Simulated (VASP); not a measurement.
## Ge5H3: single point with LDA

The system is Ge5H3, a slab with vacuum.

```
H Ge
1.0
     3.97523    0.00000    0.00000
     0.00000    3.97523    0.00000
     0.00000    0.00000   25.53411
H Ge
3 5
Cartesian
  1.9876 3.2777 8.5000
  1.9876 0.6975 8.5000
  1.9876 0.0000 15.2618
  1.9876 1.9876 9.4123
  0.0000 1.9876 10.8177
  0.0000 0.0000 12.2089
  1.9876 0.0000 13.5752
  1.9876 1.9876 15.2556
```

```json
{"Program": "VASP 6.6.1", "Task": "single point", "Functional": "LDA", "Potentials or basis": "VASP PAW LDA potentials, release 64 (H, Ge_d)", "Cutoff": "520 eV", "k mesh": "7 × 7 × 1", "Occupations": "gaussian, width 0.1 eV", "Spin": "no spin polarisation"}
```

- Largest force: 0.527 eV/Å
- Band gap on the k mesh: zero (an odd number of electrons rules out a gap without spin polarisation)

Forces on the atoms (eV/Å):
```
H    0.000 -0.478  0.222
H    0.000  0.478  0.222
H    0.000  0.000  0.015
Ge   0.000  0.000 -0.242
Ge   0.000  0.000 -0.225
Ge   0.000  0.000 -0.003
Ge   0.000  0.000 -0.007
Ge   0.000  0.000  0.018
```

Levels at points of the mesh, in eV from the Fermi level:
```
           k point  band 34  band 35  band 36  band 37  band 38  band 39
(0.00, 0.00, 0.00)    -1.78    -1.13    -0.72    -0.52     1.06     1.34
```

Run time: 15 min on 1 thread of AMD EPYC 7R13, on a shared host, peak memory 0.43 GiB.
